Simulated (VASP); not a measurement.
# Cs (Fm-3m) in VASP: a series of runs

Cs is run at these levels: PBEsol; tasks: single point, relaxation of cell and atoms.

All numbers are computed with VASP 6.6.1; they aren't measurements. Logs are shortened: lines on timing, memory, paths and dates and some standing lists are left out, and cuts for length are marked.

**1. The cell of the first run**

The structure is cubic, space group Fm-3m (No. 225). Conventional cell: a = 7.600 Å, b = 7.600 Å, c = 7.600 Å, α = 90.00°, β = 90.00°, γ = 90.00°.

This isn't the form of Cs at room conditions, which is bcc.

**2. Single point, PBEsol**

Input file INCAR:

```
PREC = Accurate
ENCUT = 520
EDIFF = 1E-6
ISMEAR = 0
SIGMA = 0.1
LREAL = False
LASPH = True
NELM = 60
ALGO = Normal
ISIF = 2
LWAVE = False
LCHARG = True
GGA = PS
LELF = True
LVHAR = True
NBANDS = 10
```

Input file KPOINTS:

```
Automatic mesh
0
Gamma
  10 10 10
```

Input file POSCAR:

```
Cs
1.0
    0.0000000000      3.7999348253      3.7999348253
    3.7999348253      0.0000000000      3.7999348253
    3.7999348253      3.7999348253      0.0000000000
Cs
1
Direct
    0.0000000000      0.0000000000      0.0000000000
```

Potentials or basis: VASP PAW PBE potentials, release 64 (Cs_sv).

The run is started by

```
> cat potpaw_PBE.64/Cs_sv/POTCAR > POTCAR
> mpirun -np 1 vasp_std > vasp.out
```

OUTCAR:

```text
PREC = Accurate
   ENCUT = 520
   EDIFF = 1E-6
   ISMEAR = 0
   LREAL = False
   LASPH = True
   NELM = 60
   ISIF = 2
   GGA = PS

 ion  position               nearest neighbor table
   1  0.000  0.000  0.000-

  LATTYP: Found a face centered cubic cell.
 ALAT       =     7.5998696506

  Lattice vectors:

 A1 = (   0.0000000000,   3.7999348253,   3.7999348253)
 A2 = (   3.7999348253,   0.0000000000,   3.7999348253)
 A3 = (   3.7999348253,   3.7999348253,   0.0000000000)

Analysis of symmetry for initial positions (statically):
=====================================================================
 Subroutine PRICEL returns:
 Original cell was already a primitive cell.

 Routine SETGRP: Setting up the symmetry group for a
 face centered cubic supercell.

 Subroutine GETGRP returns: Found 48 space group operations
 (whereof 48 operations were pure point group operations)
 out of a pool of 48 trial point group operations.

The static configuration has the point symmetry O_h .

Analysis of symmetry for dynamics (positions and initial velocities):
=====================================================================
 Subroutine PRICEL returns:
 Original cell was already a primitive cell.

 Routine SETGRP: Setting up the symmetry group for a
 face centered cubic supercell.

 Subroutine GETGRP returns: Found 48 space group operations
 (whereof 48 operations were pure point group operations)
 out of a pool of 48 trial point group operations.

The dynamic configuration has the point symmetry O_h .

 Subroutine INISYM returns: Found 48 space group operations
 (whereof 48 operations are pure point group operations),
 and found     1 'primitive' translations

----------------------------------------------------------------------------------------

                                     Primitive cell

  volume of cell :     109.7384

  direct lattice vectors                    reciprocal lattice vectors
     0.000000000  3.799934825  3.799934825    -0.131581204  0.131581204  0.131581204
     3.799934825  0.000000000  3.799934825     0.131581204 -0.131581204  0.131581204
     3.799934825  3.799934825  0.000000000     0.131581204  0.131581204 -0.131581204

  length of vectors
     5.373919366  5.373919366  5.373919366     0.227905331  0.227905331  0.227905331

  position of ions in fractional coordinates (direct lattice)
     0.000000000  0.000000000  0.000000000

  ion indices of the primitive-cell ions
   primitive index   ion index
                 1           1

----------------------------------------------------------------------------------------

 KPOINTS: Automatic mesh

Automatic generation of k-mesh.
 Grid dimensions read from file:
 generate k-points for:   10   10   10

 Generating k-lattice:

  Cartesian coordinates                     Fractional coordinates (reciprocal lattice)
    -0.013158120  0.013158120  0.013158120     0.100000000  0.000000000  0.000000000
     0.013158120 -0.013158120  0.013158120     0.000000000  0.100000000  0.000000000
     0.013158120  0.013158120 -0.013158120     0.000000000  0.000000000  0.100000000

  Length of vectors
     0.022790533  0.022790533  0.022790533

  Shift w.r.t. Gamma in fractional coordinates (k-lattice)
     0.000000000  0.000000000  0.000000000

 Subroutine IBZKPT returns following result:
 ===========================================

 Found     47 irreducible k-points:

 Following reciprocal coordinates:
            Coordinates               Weight
  0.000000  0.000000  0.000000      1.000000
  0.100000  0.000000  0.000000      8.000000
  0.200000  0.000000  0.000000      8.000000
  0.300000  0.000000  0.000000      8.000000
  0.400000  0.000000  0.000000      8.000000
  0.500000  0.000000  0.000000      4.000000
[... 16 lines left out ...]
  0.300000  0.300000  0.000000      6.000000
  0.400000  0.300000  0.000000     24.000000
 [... further k-points ...]
   k-points           NKPTS =     47   k-points in BZ     NKDIM =     47   number of bands    NBANDS=     10
   number of dos      NEDOS =    301   number of ions     NIONS =      1
   total plane-waves  NPLWV =  64000
   dimension x,y,z NGX =    40 NGY =   40 NGZ =   40
   dimension x,y,z NGXF=    80 NGYF=   80 NGZF=   80
   ions per type =               1
   NGX,Y,Z   is equivalent  to a cutoff of  12.37, 12.37, 12.37 a.u.
   NGXF,Y,Z  is equivalent  to a cutoff of  24.75, 24.75, 24.75 a.u.
 SYSTEM =  unknown system
   PREC   = accura    normal or accurate (medium, high low for compatibility)
   ISTART =      0    job   : 0-new  1-cont  2-samecut
   ICHARG =      2    charge: 1-file 2-atom 10-const
   ISPIN  =      1    spin polarized calculation?
   LNONCOLLINEAR =      F non collinear calculations
   LSORBIT =      F    spin-orbit coupling
   LASPH  =      T    aspherical Exc in radial PAW
   ENCUT  =  520.0 eV  38.22 Ry    6.18 a.u.   9.99  9.99  9.99*2*pi/ulx,y,z
   NELM   =     60;   NELMIN=  2; NELMDL= -5     # of ELM steps
   EDIFF  = 0.1E-05   stopping-criterion for ELM
   LREAL  =      F    real-space projection
   EDIFFG = 0.1E-04   stopping-criterion for IOM
   NSW    =      0    number of steps for IOM
   IBRION =     -1    ionic relax: 0-MD 1-quasi-New 2-CG
   NFREE  =      0    steps in history (QN), initial steepest desc. (CG)
   ISIF   =      2    stress and relaxation
   ISYM   =      2    0-nonsym 1-usesym 2-fastsym
   POTIM  = 0.5000    time-step for ionic-motion
   TEBEG  =    0.0;   TEEND  =   0.0 temperature during run
   PSTRESS=    0.0 pullay stress
   NELECT =       9.0000    total number of electrons
   NUPDOWN=      -1.0000    fix difference up-down
   EMIN   =  10.00;   EMAX   =-10.00  energy-range for DOS
   EFERMI =   0.00;   METHOD = LEGACY
   ISMEAR =     0;   SIGMA  =   0.10  broadening in eV -4-tet -1-fermi 0-gaus
   EFERMI_NEDOS =   21; number of points for ismear=-14 and -15
   IALGO  =     38    algorithm
   IMIX   =      4    mixing-type and parameters
     AMIX     =   0.40;   BMIX     =  1.00
     AMIX_MAG =   1.60;   BMIX_MAG =  1.00
  volume/ion in A,a.u.               =     109.74       740.55
  Fermi-wavevector in a.u.,A,eV,Ry     =   0.711273  1.344111  6.883309  0.505909
  Thomas-Fermi vector in A             =   1.798341
   LORBIT       =      0    0 simple, 1 ext, 2 COOP (PROOUT), +10 PAW based schemes
   GGA     = PS    functional components
   LHFCALC =     F    Hartree Fock is set to
   AEXX    =    0.0000 exact exchange contribution
   IVDW    =     0    specifies the selected vdW correction
   LEPSILON=     F    determine dielectric tensor
   LRPA    =     F    only Hartree local field effects (RPA)
 non-spin polarized calculation
 Gauss-broadening in eV      SIGMA  =   0.10
  energy-cutoff  :      520.00
  volume of cell :      109.74
 maximum number of plane-waves:      2970
   NGX = 19   NGY = 19   NGZ = 19

 number of electron       9.0000002 magnetization

 Free energy of the ion-electron system (eV)
  ---------------------------------------------------
  ext. energy  EPLUGINS =         0.00000000
  ---------------------------------------------------
  free energy    TOTEN  =        -0.94448111 eV

  energy without entropy =       -0.93694960  energy(sigma->0) =       -0.94071536

 E-fermi :   0.4719     XC(G=0):  -5.5995

 val. band max:        0.4379237005   @ k =   0.5000   0.0000   0.0000
 cond. band min:       0.4927837998   @ k =   0.4000   0.4000   0.0000
 fundamental gap:      0.0548600993
 Fermi energy:         0.4718884593

 k-point     1 :       0.0000    0.0000    0.0000
  band No.  band energies     occupation
      1     -23.3235      2.00000
      2     -10.0371      2.00000
      3     -10.0371      2.00000
      4     -10.0371      2.00000
      5      -1.2439      2.00000
      6       2.9713      0.00000
      7       2.9713      0.00000
      8       2.9713      0.00000
      9       4.1164      0.00000
     10       4.1164      0.00000

 k-point     2 :       0.1000    0.0000    0.0000
  band No.  band energies     occupation
      1     -23.3228      2.00000
      2     -10.0531      2.00000
      3     -10.0392      2.00000
      4     -10.0392      2.00000
      5      -1.1341      2.00000
      6       2.7648      0.00000
      7       3.0221      0.00000
      8       3.0221      0.00000
      9       4.0190      0.00000
     10       4.0190      0.00000

 k-point     3 :       0.2000    0.0000    0.0000
  band No.  band energies     occupation
      1     -23.3209      2.00000
      2     -10.0942      2.00000
      3     -10.0447      2.00000
      4     -10.0447      2.00000
      5      -0.8218      2.00000
      6       2.3461      0.00000
      7       3.0863      0.00000
      8       3.0863      0.00000
      9       3.9398      0.00000
     10       3.9398      0.00000

 k-point     4 :       0.3000    0.0000    0.0000
  band No.  band energies     occupation
      1     -23.3185      2.00000
      2     -10.1440      2.00000
      3     -10.0514      2.00000
      4     -10.0514      2.00000
      5      -0.3594      2.00000
      6       1.9146      0.00000
      7       3.0019      0.00000
      8       3.0019      0.00000
      9       4.1870      0.00000
     10       4.1870      0.00000
[... 222 lines left out ...]
 k-point    22 :      -0.2000    0.2000    0.0000
  band No.  band energies     occupation
      1     -23.3177      2.00000
      2     -10.1361      2.00000
      3     -10.0819      2.00000
      4     -10.0506      2.00000
      5      -0.1885      2.00000
      6       1.9968      0.00000
      7       2.4604      0.00000
      8       3.3117      0.00000
      9       3.5861      0.00000
     10       4.7596      0.00000

 k-point    23 :       0.3000    0.3000    0.0000
  band No.  band energies     occupation
      1     -23.3169      2.00000
      2     -10.1389      2.00000
      3     -10.0754      2.00000
      4     -10.0754      2.00000
      5      -0.0873      2.00000
      6       1.8531      0.00000
      7       2.3985      0.00000
      8       3.6239      0.00000
      9       3.6239      0.00000
     10       4.6195      0.00000

 k-point    24 :       0.4000    0.3000    0.0000
  band No.  band energies     occupation
      1     -23.3154      2.00000
      2     -10.1600      2.00000
      3     -10.0870      2.00000
      4     -10.0819      2.00000
      5       0.2835      1.99229
      6       1.7001      0.00000
      7       2.1448      0.00000
      8       3.7177      0.00000
      9       3.9264      0.00000
     10       4.8742      0.00000

 [... further k-points ...]
[... 5 lines left out ...]
  --------------------------------------------------------------------------------------
  -------------------------------------------------------------------------------------
  Total       -0.0131142     -0.0131142     -0.0131142      0.0000000      0.0000000     -0.0000000
  in kB       -0.1914670     -0.1914670     -0.1914670      0.0000000      0.0000000     -0.0000000
  external PRESSURE =      -0.1914670 kB  Pullay stress =       0.0000000 kB

 VOLUME and BASIS-vectors are now :
 -----------------------------------------------------------------------------
  energy-cutoff  :      520.00
  volume of cell :      109.74
      direct lattice vectors                 reciprocal lattice vectors
     0.000000000  3.799934825  3.799934825    -0.131581204  0.131581204  0.131581204
     3.799934825  0.000000000  3.799934825     0.131581204 -0.131581204  0.131581204
     3.799934825  3.799934825  0.000000000     0.131581204  0.131581204 -0.131581204

 POSITION                                       TOTAL-FORCE (eV/Angst)
 -----------------------------------------------------------------------------------
      0.00000      0.00000      0.00000        -0.000000     -0.000000      0.000000
 -----------------------------------------------------------------------------------
    total drift:                               -0.000000     -0.000000     -0.000000

  FREE ENERGIE OF THE ION-ELECTRON SYSTEM (eV)
  ---------------------------------------------------
  free  energy   TOTEN  =        -0.9444811146 eV

  energy  without entropy=       -0.9369495978  energy(sigma->0) =       -0.94071536
```

Wall time 16 s (1 thread of Intel Xeon 6975P-C (Granite Rapids), shared host); peak memory 0.24 GiB.

Results:

* Free energy: -0.9445 eV
* Pressure: 0.0 GPa
* Band gap on the k mesh: zero (an odd number of electrons rules out a gap without spin polarisation)

Levels at points of the mesh, in eV from the Fermi level:
```tsv
k point	band 1	band 2	band 3	band 4	band 5	band 6	band 7	band 8	band 9	band 10
(0.00, 0.00, 0.00)	-23.80	-10.51	-10.51	-10.51	-1.72	2.50	2.50	2.50	3.64	3.64
(0.50, 0.00, 0.00)	-23.79	-10.67	-10.53	-10.53	-0.03	0.83	2.35	2.35	4.49	4.49
(0.50, 0.50, 0.00)	-23.79	-10.66	-10.57	-10.57	0.26	1.03	1.52	4.17	4.17	4.53
```

Caveat: the PAW data sets were made with another functional, which shifts forces and pressure a little; spin-orbit coupling is left out, which moves the levels of the heavy elements.

**3. Relaxation of cell and atoms, PBEsol**

Input file INCAR:

```
SYSTEM = Cs
PREC = Accurate
ENCUT = 600
EDIFF = 1E-6
ISMEAR = 0
SIGMA = 0.1
LREAL = .FALSE.
LASPH = .TRUE.
NELM = 80
ALGO = Normal
ISIF = 3
LWAVE = .FALSE.
LCHARG = .FALSE.
GGA = PS
IBRION = 2
NSW = 100
EDIFFG = -0.005
```

Input file KPOINTS:

```
regular mesh
0
G
  10 10 10
  0 0 0
```

POSCAR is that of step 2.

Potentials or basis: VASP PAW PBE potentials, release 64 (Cs_sv).

The run is started by

```
> cat potpaw_PBE.64/Cs_sv/POTCAR > POTCAR
> mpirun -np 1 vasp_std > vasp.out
```

It took 44 s on 1 thread of Intel Xeon 6975P-C (Granite Rapids), shared host; peak memory 0.35 GiB.

Results (log left out):

```yaml
Free_energy: -0.9446 eV
Relaxed_volume: 109.36 Å³/atom
Relaxed_cell: a = 5.368 Å, b = 5.368 Å, c = 5.368 Å, α = 60.00°, β = 60.00°, γ = 60.00°
Space_group_after_relaxing_to_0.1_Å: Fm-3m (No. 225)
Energy_gained_by_relaxing: 0.0 meV/atom
Ionic_steps: 3
Pressure_after_relaxing: 0.0 GPa
Band_gap_on_the_k_mesh: zero (an odd number of electrons rules out a gap without spin polarisation)
```

Final structure:
```
Cs
1.0
     0.00000    3.79561    3.79561
     3.79561    0.00000    3.79561
     3.79561    3.79561    0.00000
Cs
1
Direct
  0.00000 0.00000 0.00000
```

Levels at points of the mesh, in eV from the Fermi level:
```
           k point  band 3  band 4  band 5  band 6  band 7  band 8
(0.00, 0.00, 0.00)  -10.51  -10.51   -1.72    2.50    2.50    2.50
(0.50, 0.00, 0.00)  -10.53  -10.53   -0.04    0.83    2.35    2.35
(0.50, 0.50, 0.00)  -10.57  -10.57    0.25    1.03    1.53    4.18
```

Caveat: the PAW data sets were made with another functional, which shifts forces and pressure a little; spin-orbit coupling is left out, which moves the levels of the heavy elements.
